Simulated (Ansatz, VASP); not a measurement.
## SrCl2: VASP beside Ansatz

Contents of INCAR:

```
SYSTEM = SrCl2
ALGO = Normal ; EDIFF = 1E-6
ENCUT = 520 ; ISIF = 2
ISMEAR = 0 ; LASPH = .True.
LCHARG = .False. ; LREAL = .False.
LWAVE = .False. ; NBANDS = 19
NELM = 100 ; PREC = Accurate
SIGMA = 0.05
```

Contents of KPOINTS:

```
k-points
0
Gamma
  6 6 6
  0 0 0
```

The input POSCAR:

```
SrCl2
1.0
    0.0000000000      3.2066600000      3.7643400000
    3.2066600000      0.0000000000      3.7643400000
    3.2066600000      3.2066600000      0.0000000000
Sr Cl
1 2
Direct
    0.0000000000      0.0000000000      0.0000000000
    0.2500000000      0.2500000000      0.2500000000
    0.7500000000      0.7500000000      0.7500000000
```

Input for Ansatz:

```yaml
crystal:
  lattice:
    - [0.0, 3.20666, 3.76434]
    - [3.20666, 0.0, 3.76434]
    - [3.20666, 3.20666, 0.0]
  atoms:
    - { symbol: Sr, position: [0.0, 0.0, 0.0] }
    - { symbol: Cl, position: [0.25, 0.25, 0.25] }
    - { symbol: Cl, position: [0.75, 0.75, 0.75] }
basis:
  ecutwfc: 420
kpoints:
  mp_grid: { grid: [6, 6, 6] }
hamiltonian:
  xc: lda
scf:
  occupations: { method: gaussian, width: 0.05 }
output:
  forces: true
  stress: true
  eigenvalues: true
```

Change from the starting cell: strain -0.080 along x and y, +0.080 along z, atoms carried along.

Alike in both runs: task single point; functional LDA; k mesh 6 × 6 × 6; occupations gaussian, width 0.05 eV; no spin polarisation.

```csv
,VASP,Ansatz
version,VASP 6.6.1,Ansatz 0.2.0
potentials or method,"VASP PAW LDA potentials, release 64 (Sr_sv, Cl), cutoff 520 eV","scalar-relativistic, plane waves, PAW"
valence electrons in the cell,24,24
```

Ansatz gave:

```
gap on the k mesh at the Fermi level (eV)                     : 3.81
least direct gap on the mesh (eV)                             : 4.19
pressure (GPa)                                                : 0.9
traceless stress, the component that is largest in VASP (GPa) : -6.25
```

Estimate VASP's values.

gap on the k mesh at the Fermi level (eV): 3.81; least direct gap on the mesh (eV): 4.19; pressure (GPa): 1.1; traceless stress, the component that is largest in VASP (GPa): -6.20.

LDA's correlation is that of Perdew and Zunger in VASP and of Perdew and Wang (1992) in Ansatz.
